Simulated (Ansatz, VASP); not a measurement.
Given: the input of a run of Ansatz 0.2.0 on Te2Mo.

File input.yaml:

```yaml
crystal:
  lattice:
    - [3.470650928, 0.0, 0.0]
    - [-1.735325464, 3.0056718713, 0.0]
    - [0.0, 0.0, 13.7847444167]
  atoms:
    - { symbol: Te, position: [0.6666666667, 0.3333333333, 0.379] }
    - { symbol: Te, position: [0.3333333333, 0.6666666667, 0.879] }
    - { symbol: Te, position: [0.6666666667, 0.3333333333, 0.121] }
    - { symbol: Te, position: [0.3333333333, 0.6666666667, 0.621] }
    - { symbol: Mo, position: [0.6666666667, 0.3333333333, 0.75] }
    - { symbol: Mo, position: [0.3333333333, 0.6666666667, 0.25] }
hamiltonian:
  xc: lda
  pseudopotentials: { kind: paw, xc_functional: lda, accuracy: standard }
kpoints:
  mp_grid: { grid: [9, 9, 2] }
scf:
  occupations: { method: fermi_dirac, width: 0.05 }
output:
  forces: true
  stress: true
  eigenvalues: true
```

Potentials or basis: JTH PAW LDA.

Launch:

```console
$ ansatz run input.yaml --threads 2 --pin off --max-ram 5120MiB --backend cpu --events-out ev --progress --plain --runs-dir out
```

Set up the same calculation for VASP 6.6.1. Potentials there: VASP PAW LDA potentials, release 64 (Te, Mo_sv).

As run (the cutoff follows the program's own potentials):

INCAR

```
SYSTEM = Te2Mo
ALGO = Normal
EDIFF = 1E-6
ENCUT = 520
ISIF = 2
ISMEAR = -1
LASPH = .TRUE.
LCHARG = .FALSE.
LREAL = .FALSE.
LWAVE = .FALSE.
NBANDS = 35
NELM = 60
PREC = Accurate
SIGMA = 0.05
```

KPOINTS

```
k-points
0
G
  9 9 2
  0 0 0
```

Contents of POSCAR:

```
Te2Mo
1.0
    3.4706509280      0.0000000000      0.0000000000
   -1.7353254640      3.0056718713      0.0000000000
    0.0000000000      0.0000000000     13.7847444167
Te Mo
4 2
Direct
    0.6666666667      0.3333333333      0.3790000000
    0.3333333333      0.6666666667      0.8790000000
    0.6666666667      0.3333333333      0.1210000000
    0.3333333333      0.6666666667      0.6210000000
    0.6666666667      0.3333333333      0.7500000000
    0.3333333333      0.6666666667      0.2500000000
```

Potentials or basis: VASP PAW LDA potentials, release 64 (Te, Mo_sv).

Launch:

```console
$ cat potpaw_LDA.64/Te/POTCAR potpaw_LDA.64/Mo_sv/POTCAR > POTCAR
$ mpirun -np 1 vasp_std > vasp.out
```

Both were run:

|  | VASP | Ansatz | Ansatz less VASP |
| --- | --- | --- | --- |
| gap on the k mesh at the Fermi level (eV) | 0.72 | 0.69 | -0.037 |
| least direct gap on the mesh (eV) | 1.09 | 1.10 | +0.001 |
| pressure (GPa) | 1.6 | 2.4 | +0.83 |
| traceless stress, the component that is largest in VASP (GPa) | 0.88 | 0.80 | -0.085 |
| rms of the force components (eV/Å) | 0.163 | 0.202 | +0.0388 |

LDA's correlation is that of Perdew and Zunger in VASP and of Perdew and Wang (1992) in Ansatz. Atom by atom the forces differ by 0.039 eV/Å (rms over components).

Neither program's run includes spin-orbit coupling. Noted on Ansatz's run: odd divisions of the mesh miss points on the zone boundary, where band edges often lie, so the gap on the mesh can be too wide.
